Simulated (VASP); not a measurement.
Crystal: RuSe.

```
Ru Se
1.0
     0.00000    2.57041    2.57041
     2.57041    0.00000    2.57041
     2.57041    2.57041    0.00000
Ru Se
1 1
Direct
  0.50000 0.50000 0.50000
  0.00000 0.00000 0.00000
```

Program: VASP 6.6.1. Alike in all runs: task single point; cell as given; k mesh 12 × 12 × 12; cutoff (eV) 520; smearing gaussian 0.05 eV.

Task: Order these runs on this cell by their pressure, lowest first.
A. level PBEsol; potentials or basis VASP PAW PBE potentials, release 64 (Ru_pv, Se); spin off
B. level PBE; potentials or basis VASP PAW PBE potentials, release 64 (Ru_pv, Se); spin non-collinear, zero start, SOC
C. level LDA; potentials or basis VASP PAW LDA potentials, release 64 (Ru_pv, Se); spin off
D. level r2SCAN; potentials or basis VASP PAW PBE potentials, release 64 (Ru_pv, Se); spin off

Result: C (-9.3 GPa), A (-6.3 GPa), D (-1.1 GPa), B (0.7 GPa).

Caveats: the cell stands under tension (at least some runs); the PAW data sets were made with another functional, which shifts forces and pressure a little (at least some runs).
